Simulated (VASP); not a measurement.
# Gd (Im-3m) in VASP: single point with PBEsol

Aim: the single point of Gd with PBEsol.

All numbers are computed with VASP 6.6.1; they aren't measurements. Logs are shortened: lines on timing, memory, paths and dates and some standing lists are left out, and cuts for length are marked.

### 1 The cell of the first run

Symmetry: Im-3m, No. 229, cubic system. The conventional cell has a = 3.962 Å, b = 3.962 Å, c = 3.962 Å, α = 90.00°, β = 90.00°, γ = 90.00°. Gd (site symmetry m-3m) has 14 Gd at 3.43 to 3.96 Å within 4.5 Å.

### 2 Single point, PBEsol, collinear spin, ferromagnetic start

Input file INCAR:

```
PREC = Accurate
ENCUT = 520
EDIFF = 1E-6
ISMEAR = -1
SIGMA = 0.1
LREAL = False
LASPH = True
NELM = 150
ALGO = Normal
ISIF = 2
LWAVE = False
LCHARG = False
ISPIN = 2
MAGMOM = 7
LORBIT = 11
LMAXMIX = 6
GGA = PS
NBANDS = 19
```

Input file KPOINTS:

```
regular mesh
0
Gamma
  14 14 14
```

Input file POSCAR:

```
Gd
1.0
   -1.9808387780      1.9808387780      1.9808387780
    1.9808387780     -1.9808387780      1.9808387780
    1.9808387780      1.9808387780     -1.9808387780
Gd
1
Direct
    0.0000000000      0.0000000000      0.0000000000
```

Potentials or basis: VASP PAW PBE potentials, release 64 (Gd).

The run is started by

```console
$ cat potpaw_PBE.64/Gd/POTCAR > POTCAR
$ mpirun -np 1 vasp_std > vasp.out
```

OUTCAR:

```text
PREC = Accurate
   ENCUT = 520
   EDIFF = 1E-6
   ISMEAR = -1
   LREAL = False
   LASPH = True
   NELM = 150
   ISIF = 2
   ISPIN = 2
   LORBIT = 11
   GGA = PS

 ion  position               nearest neighbor table
   1  0.000  0.000  0.000-

  LATTYP: Found a body centered cubic cell.
 ALAT       =     3.9616775560

  Lattice vectors:

 A1 = (  -1.9808387780,   1.9808387780,   1.9808387780)
 A2 = (   1.9808387780,  -1.9808387780,   1.9808387780)
 A3 = (   1.9808387780,   1.9808387780,  -1.9808387780)

Analysis of symmetry for initial positions (statically):
=====================================================================
 Subroutine PRICEL returns:
 Original cell was already a primitive cell.

 Routine SETGRP: Setting up the symmetry group for a
 body centered cubic supercell.

 Subroutine GETGRP returns: Found 48 space group operations
 (whereof 48 operations were pure point group operations)
 out of a pool of 48 trial point group operations.

The static configuration has the point symmetry O_h .

Analysis of symmetry for dynamics (positions and initial velocities):
=====================================================================
 Subroutine PRICEL returns:
 Original cell was already a primitive cell.

 Routine SETGRP: Setting up the symmetry group for a
 body centered cubic supercell.

 Subroutine GETGRP returns: Found 48 space group operations
 (whereof 48 operations were pure point group operations)
 out of a pool of 48 trial point group operations.

The dynamic configuration has the point symmetry O_h .

Analysis of structural, dynamic, and magnetic symmetry:
=====================================================================
 Subroutine PRICEL returns:
 Original cell was already a primitive cell.

 Routine SETGRP: Setting up the symmetry group for a
 body centered cubic supercell.

 Subroutine GETGRP returns: Found 48 space group operations
 (whereof 48 operations were pure point group operations)
 out of a pool of 48 trial point group operations.

The overall configuration has the point symmetry O_h .

 Subroutine INISYM returns: Found 48 space group operations
 (whereof 48 operations are pure point group operations),
 and found     1 'primitive' translations

----------------------------------------------------------------------------------------

                                     Primitive cell

  volume of cell :      31.0890

  direct lattice vectors                    reciprocal lattice vectors
    -1.980838778  1.980838778  1.980838778     0.000000000  0.252418322  0.252418322
     1.980838778 -1.980838778  1.980838778     0.252418322  0.000000000  0.252418322
     1.980838778  1.980838778 -1.980838778     0.252418322  0.252418322  0.000000000

  length of vectors
     3.430913405  3.430913405  3.430913405     0.356973414  0.356973414  0.356973414

  position of ions in fractional coordinates (direct lattice)
     0.000000000  0.000000000  0.000000000

  ion indices of the primitive-cell ions
   primitive index   ion index
                 1           1

----------------------------------------------------------------------------------------

 KPOINTS: regular mesh

Automatic generation of k-mesh.
 Grid dimensions read from file:
 generate k-points for:   14   14   14

 Generating k-lattice:

  Cartesian coordinates                     Fractional coordinates (reciprocal lattice)
     0.000000000  0.018029880  0.018029880     0.071428571  0.000000000  0.000000000
     0.018029880  0.000000000  0.018029880     0.000000000  0.071428571  0.000000000
     0.018029880  0.018029880  0.000000000     0.000000000  0.000000000  0.071428571

  Length of vectors
     0.025498101  0.025498101  0.025498101

  Shift w.r.t. Gamma in fractional coordinates (k-lattice)
     0.000000000  0.000000000  0.000000000

 Subroutine IBZKPT returns following result:
 ===========================================

 Found    104 irreducible k-points:

 Following reciprocal coordinates:
            Coordinates               Weight
  0.000000  0.000000  0.000000      1.000000
  0.071429  0.000000  0.000000     12.000000
  0.142857  0.000000  0.000000     12.000000
  0.214286  0.000000  0.000000     12.000000
  0.285714  0.000000  0.000000     12.000000
  0.357143  0.000000  0.000000     12.000000
[... 16 lines left out ...]
  0.285714  0.285714  0.000000     24.000000
  0.357143  0.285714  0.000000     24.000000
 [... further k-points ...]
   k-points           NKPTS =    104   k-points in BZ     NKDIM =    104   number of bands    NBANDS=     19
   number of dos      NEDOS =    301   number of ions     NIONS =      1
   total plane-waves  NPLWV =  21952
   dimension x,y,z NGX =    28 NGY =   28 NGZ =   28
   dimension x,y,z NGXF=    56 NGYF=   56 NGZF=   56
   ions per type =               1
   NGX,Y,Z   is equivalent  to a cutoff of  13.57, 13.57, 13.57 a.u.
   NGXF,Y,Z  is equivalent  to a cutoff of  27.13, 27.13, 27.13 a.u.
 SYSTEM =  unknown system
   PREC   = accura    normal or accurate (medium, high low for compatibility)
   ISTART =      0    job   : 0-new  1-cont  2-samecut
   ICHARG =      2    charge: 1-file 2-atom 10-const
   ISPIN  =      2    spin polarized calculation?
   LNONCOLLINEAR =      F non collinear calculations
   LSORBIT =      F    spin-orbit coupling
   LASPH  =      T    aspherical Exc in radial PAW
   ENCUT  =  520.0 eV  38.22 Ry    6.18 a.u.   6.38  6.38  6.38*2*pi/ulx,y,z
   NELM   =    150;   NELMIN=  2; NELMDL= -5     # of ELM steps
   EDIFF  = 0.1E-05   stopping-criterion for ELM
   LREAL  =      F    real-space projection
   EDIFFG = 0.1E-04   stopping-criterion for IOM
   NSW    =      0    number of steps for IOM
   IBRION =     -1    ionic relax: 0-MD 1-quasi-New 2-CG
   NFREE  =      0    steps in history (QN), initial steepest desc. (CG)
   ISIF   =      2    stress and relaxation
   ISYM   =      2    0-nonsym 1-usesym 2-fastsym
   POTIM  = 0.5000    time-step for ionic-motion
   TEBEG  =    0.0;   TEEND  =   0.0 temperature during run
   PSTRESS=    0.0 pullay stress
   NELECT =      18.0000    total number of electrons
   NUPDOWN=      -1.0000    fix difference up-down
   EMIN   =  10.00;   EMAX   =-10.00  energy-range for DOS
   EFERMI =   0.00;   METHOD = LEGACY
   ISMEAR =    -1;   SIGMA  =   0.10  broadening in eV -4-tet -1-fermi 0-gaus
   EFERMI_NEDOS =   21; number of points for ismear=-14 and -15
   IALGO  =     38    algorithm
   IMIX   =      4    mixing-type and parameters
     AMIX     =   0.40;   BMIX     =  1.00
     AMIX_MAG =   1.60;   BMIX_MAG =  1.00
  volume/ion in A,a.u.               =      31.09       209.80
  Fermi-wavevector in a.u.,A,eV,Ry     =   1.364468  2.578470 25.330941  1.861772
  Thomas-Fermi vector in A             =   2.490781
   LORBIT       =     11    0 simple, 1 ext, 2 COOP (PROOUT), +10 PAW based schemes
   GGA     = PS    functional components
   LHFCALC =     F    Hartree Fock is set to
   AEXX    =    0.0000 exact exchange contribution
   IVDW    =     0    specifies the selected vdW correction
   LEPSILON=     F    determine dielectric tensor
   LRPA    =     F    only Hartree local field effects (RPA)
 spin polarized calculation
  energy-cutoff  :      520.00
  volume of cell :       31.09
 maximum number of plane-waves:       887
 NGX is ok and might be reduce to    28
   NGX = 13   NGY = 13   NGZ = 13

 number of electron      17.9999994 magnetization       7.5854126

 Free energy of the ion-electron system (eV)
  ---------------------------------------------------
  ext. energy  EPLUGINS =         0.00000000
  ---------------------------------------------------
  free energy    TOTEN  =       -11.98086185 eV

  energy without entropy =      -11.90995243  energy(sigma->0) =      -11.94540714

 E-fermi :   3.1324     XC(G=0): -10.3901

 val. band max:        3.1214290811   @ k =  -0.3571  -0.4286   0.1429
 cond. band min:       3.1397254795   @ k =   0.2857   0.2143   0.1429
 fundamental gap:      0.0182963984
 Fermi energy:         3.1324144056

 spin component 1

 k-point     1 :       0.0000    0.0000    0.0000
  band No.  band energies     occupation
      1     -41.9779      1.00000
      2     -18.9491      1.00000
      3     -18.9491      1.00000
      4     -18.9491      1.00000
      5      -2.0347      1.00000
      6      -1.5399      1.00000
[... 11 lines left out ...]
     18      13.8613      0.00000
     19      13.8613      0.00000

 k-point     2 :       0.0714    0.0000    0.0000
  band No.  band energies     occupation
      1     -41.9736      1.00000
      2     -18.9954      1.00000
      3     -18.9632      1.00000
      4     -18.9494      1.00000
      5      -1.8768      1.00000
      6      -1.5377      1.00000
[... 11 lines left out ...]
     18      14.0133      0.00000
     19      14.1401      0.00000

 k-point     3 :       0.1429    0.0000    0.0000
  band No.  band energies     occupation
      1     -41.9613      1.00000
      2     -19.1229      1.00000
      3     -19.0025      1.00000
      4     -18.9502      1.00000
      5      -1.5320      1.00000
      6      -1.5250      1.00000
[... 11 lines left out ...]
     18      14.3512      0.00000
     19      14.9306      0.00000

 k-point     4 :       0.2143    0.0000    0.0000
  band No.  band energies     occupation
      1     -41.9435      1.00000
      2     -19.3015      1.00000
      3     -19.0588      1.00000
      4     -18.9514      1.00000
      5      -1.5258      1.00000
      6      -1.5061      1.00000
[... 407 lines left out ...]
     18      10.8714      0.00000
     19      13.3860      0.00000

 k-point    23 :       0.2857    0.2857    0.0000
  band No.  band energies     occupation
      1     -41.8809      1.00000
      2     -19.6425      1.00000
      3     -19.4137      1.00000
      4     -19.0522      1.00000
      5      -1.5168      1.00000
      6      -1.4892      1.00000
[... 11 lines left out ...]
     18      11.0387      0.00000
     19      13.5801      0.00000

 k-point    24 :       0.3571    0.2857    0.0000
  band No.  band energies     occupation
      1     -41.8781      1.00000
      2     -19.6096      1.00000
      3     -19.4779      1.00000
      4     -19.0568      1.00000
      5      -1.5184      1.00000
      6      -1.4883      1.00000
[... 11 lines left out ...]
     18      11.7848      0.00000
     19      12.9342      0.00000

 [... further k-points ...]

 spin component 2

 k-point     1 :       0.0000    0.0000    0.0000
  band No.  band energies     occupation
      1     -38.7730      1.00000
      2     -16.5207      1.00000
      3     -16.5207      1.00000
      4     -16.5207      1.00000
      5      -1.1396      1.00000
      6       3.6036      0.00891
[... 11 lines left out ...]
     18      14.8257      0.00000
     19      14.8257      0.00000

 k-point     2 :       0.0714    0.0000    0.0000
  band No.  band energies     occupation
      1     -38.7675      1.00000
      2     -16.5773      1.00000
      3     -16.5373      1.00000
      4     -16.5212      1.00000
      5      -0.9729      1.00000
      6       3.5923      0.00996
[... 11 lines left out ...]
     18      14.9833      0.00000
     19      15.1092      0.00000

 k-point     3 :       0.1429    0.0000    0.0000
  band No.  band energies     occupation
      1     -38.7523      1.00000
      2     -16.7327      1.00000
      3     -16.5835      1.00000
      4     -16.5227      1.00000
      5      -0.5036      1.00000
      6       3.5588      0.01387
[... 11 lines left out ...]
     18      15.3491      0.00000
     19      15.8966      0.00000

 k-point     4 :       0.2143    0.0000    0.0000
  band No.  band energies     occupation
      1     -38.7301      1.00000
      2     -16.9484      1.00000
      3     -16.6495      1.00000
      4     -16.5251      1.00000
      5       0.1704      1.00000
      6       3.5141      0.02151
[... 407 lines left out ...]
     18      12.3858      0.00000
     19      14.5683      0.00000

 k-point    23 :       0.2857    0.2857    0.0000
  band No.  band energies     occupation
      1     -38.6522      1.00000
      2     -17.3530      1.00000
      3     -17.0782      1.00000
      4     -16.6451      1.00000
      5       2.6899      0.98816
      6       3.4030      0.06264
[... 11 lines left out ...]
     18      12.5320      0.00000
     19      14.9485      0.00000

 k-point    24 :       0.3571    0.2857    0.0000
  band No.  band energies     occupation
      1     -38.6487      1.00000
      2     -17.3136      1.00000
      3     -17.1552      1.00000
      4     -16.6504      1.00000
      5       2.7990      0.96559
      6       3.4789      0.03032
[... 11 lines left out ...]
     18      13.2294      0.00000
     19      14.3183      0.00000

 [... further k-points ...]

------------------------ aborting loop because EDIFF is reached ----------------------------------------

  FORCE on cell =-STRESS in cart. coord.  units (eV):
  Direction    XX          YY          ZZ          XY          YZ          ZX
  --------------------------------------------------------------------------------------
  -------------------------------------------------------------------------------------
  Total        0.0041119      0.0041119      0.0041119     -0.0000000      0.0000000      0.0000000
  in kB        0.2119055      0.2119055      0.2119055     -0.0000000      0.0000000      0.0000000
  external PRESSURE =       0.2119055 kB  Pullay stress =       0.0000000 kB

 VOLUME and BASIS-vectors are now :
 -----------------------------------------------------------------------------
  energy-cutoff  :      520.00
  volume of cell :       31.09
      direct lattice vectors                 reciprocal lattice vectors
    -1.980838778  1.980838778  1.980838778     0.000000000  0.252418322  0.252418322
     1.980838778 -1.980838778  1.980838778     0.252418322  0.000000000  0.252418322
     1.980838778  1.980838778 -1.980838778     0.252418322  0.252418322  0.000000000

 POSITION                                       TOTAL-FORCE (eV/Angst)
 -----------------------------------------------------------------------------------
      0.00000      0.00000      0.00000         0.000000     -0.000000      0.000000
 -----------------------------------------------------------------------------------
    total drift:                                0.000000      0.000000      0.000000

  FREE ENERGIE OF THE ION-ELECTRON SYSTEM (eV)
  ---------------------------------------------------
  free  energy   TOTEN  =       -11.9808618497 eV

  energy  without entropy=      -11.9099524346  energy(sigma->0) =      -11.94540714

 total charge

# of ion       s       p       d       f       tot
--------------------------------------------------
    1        2.074   5.539   0.616   6.989  15.218

 magnetization (x)

# of ion       s       p       d       f       tot
--------------------------------------------------
    1        0.003  -0.048   0.240   6.800   6.995
```

It took 2.6 min on 1 thread of AMD EPYC 9R45 (Zen 5), shared host; peak memory 0.23 GiB.

Results:

- Free energy: -11.9809 eV
- Pressure: 0.0 GPa
- Net moment: 7.59 μB per cell
- Site moments: Gd +7.00 μB
- Valence electrons inside the program's atomic spheres: Gd 15.22

Caveat: the PAW data sets were made with another functional, which shifts forces and pressure a little; spin-orbit coupling is left out, which moves the levels of the heavy elements.
